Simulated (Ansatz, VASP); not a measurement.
## Two plane-wave programs on Ca3SbP

Contents of INCAR:

```
SYSTEM = Ca3SbP
PREC = Accurate ; ENCUT = 520
EDIFF = 1E-6 ; ISMEAR = 0
SIGMA = 0.05 ; LREAL = .FALSE.
LASPH = .TRUE. ; NELM = 100
ALGO = Normal ; ISIF = 2
LWAVE = .FALSE. ; LCHARG = .FALSE.
NBANDS = 28
```

KPOINTS

```
regular mesh
0
G
  6 6 6
  0 0 0
```

File POSCAR:

```
Ca3SbP
1.0
    5.2516179336      0.0000000000      0.0000000000
    0.0000000000      5.2516179336      0.0000000000
    0.0000000000      0.0000000000      5.2516179336
Ca Sb P
3 1 1
Direct
   -0.0057413859      0.5000000000      0.5000000000
    0.4771498990      0.0000000000      0.5000000000
    0.4771498990      0.5000000000      0.0000000000
    0.0175527343      0.0000000000      0.0000000000
    0.4975610011      0.5000000000      0.5000000000
```

Input for Ansatz:

```yaml
crystal:
  lattice:
    - [5.2516179336, 0.0, 0.0]
    - [0.0, 5.2516179336, 0.0]
    - [0.0, 0.0, 5.2516179336]
  atoms:
    - { symbol: Ca, position: [-0.0057413859, 0.5, 0.5] }
    - { symbol: Ca, position: [0.477149899, 0.0, 0.5] }
    - { symbol: Ca, position: [0.477149899, 0.5, 0.0] }
    - { symbol: Sb, position: [0.0175527343, 0.0, 0.0] }
    - { symbol: P, position: [0.4975610011, 0.5, 0.5] }
basis:
  ecutwfc: 420
kpoints:
  mp_grid: { grid: [6, 6, 6] }
hamiltonian:
  xc: lda
scf:
  occupations: { method: gaussian, width: 0.05 }
output:
  forces: true
  stress: true
  eigenvalues: true
```

Change from the starting cell: mode 1 frozen in at -0.120 Å, equal normal strain along x, y and z +0.0000.

Alike in both runs: task single point; functional LDA; k mesh 6 × 6 × 6; occupations gaussian, width 0.05 eV; no spin polarisation.

|  | VASP | Ansatz |
| --- | --- | --- |
| version | VASP 6.6.1 | Ansatz 0.2.0 |
| potentials or method | VASP PAW LDA potentials, release 64 (Ca_sv, Sb, P), cutoff 520 eV | scalar-relativistic, plane waves, PAW |
| valence electrons in the cell | 40 | 50 |

Ansatz gave:

```
gap on the k mesh at the Fermi level (eV)                     : 0.59
least direct gap on the mesh (eV)                             : 0.59
pressure (GPa)                                                : 0.1
traceless stress, the component that is largest in VASP (GPa) : 0.24
rms of the force components (eV/Å)                            : 0.007
```

Problem. What did VASP give for the same quantities?

Solution. gap on the k mesh at the Fermi level (eV): 0.58; least direct gap on the mesh (eV): 0.58; pressure (GPa): 0.3; traceless stress, the component that is largest in VASP (GPa): 0.24; rms of the force components (eV/Å): 0.005.

LDA's correlation is that of Perdew and Zunger in VASP and of Perdew and Wang (1992) in Ansatz. Atom by atom the forces differ by 0.002 eV/Å (rms over components). VASP's potentials hold 40 valence electrons a cell and Ansatz's 50, so a difference there can come from the potentials and not from the codes.

Neither program's run includes spin-orbit coupling.
